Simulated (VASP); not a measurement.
Set up this calculation in VASP 6.6.1, as the native input.

```yaml
Task: single point
Functional: PBE
Potentials_or_basis: VASP PAW PBE potentials, release 64 (Na_pv, Cl)
Cutoff: 520 eV
k_mesh: 8 × 8 × 8
Occupations: gaussian, width 0.05 eV
Spin: no spin polarisation
Dipole_correction: no
Further_INCAR_settings: ALGO = Normal; EDIFF = 1e-06; NBANDS = 14
```

The structure of NaCl lies in POSCAR:

```
NaCl
1.0
    3.5530014741      0.0000000000      0.0000000000
    0.0000000000      3.5530014741      0.0000000000
    0.0000000000      0.0000000000      3.5530014741
Na Cl
1 1
Direct
    0.0000000000      0.0000000000      0.0000000000
    0.5000000000      0.5000000000      0.5000000000
```

This cell differs from its parent crystal: volume scaled by 1.040.

These files were run (other wordings do the same):

INCAR

```
ALGO = Normal
EDIFF = 1E-6
ENCUT = 520
GGA = PE
ISIF = 2
ISMEAR = 0
LASPH = True
LCHARG = False
LREAL = False
LWAVE = False
NBANDS = 14
NELM = 80
PREC = Accurate
SIGMA = 0.05
```

KPOINTS

```
k-points
0
Gamma
  8 8 8
```

Potentials or basis: VASP PAW PBE potentials, release 64 (Na_pv, Cl).

Launch:

```console
$ cat potpaw_PBE.64/Na_pv/POTCAR potpaw_PBE.64/Cl/POTCAR > POTCAR
$ mpirun -np 1 vasp_std > vasp.out
```

It gave:

The pressure is -1.0 GPa. The band gap on the k mesh is 3.84 eV, indirect (least direct gap 4.30 eV).

Run time: 14 s on 1 thread of Intel(R) Xeon(R) 6975P-C (Granite Rapids), with other jobs on the host, peak memory 0.16 GiB.
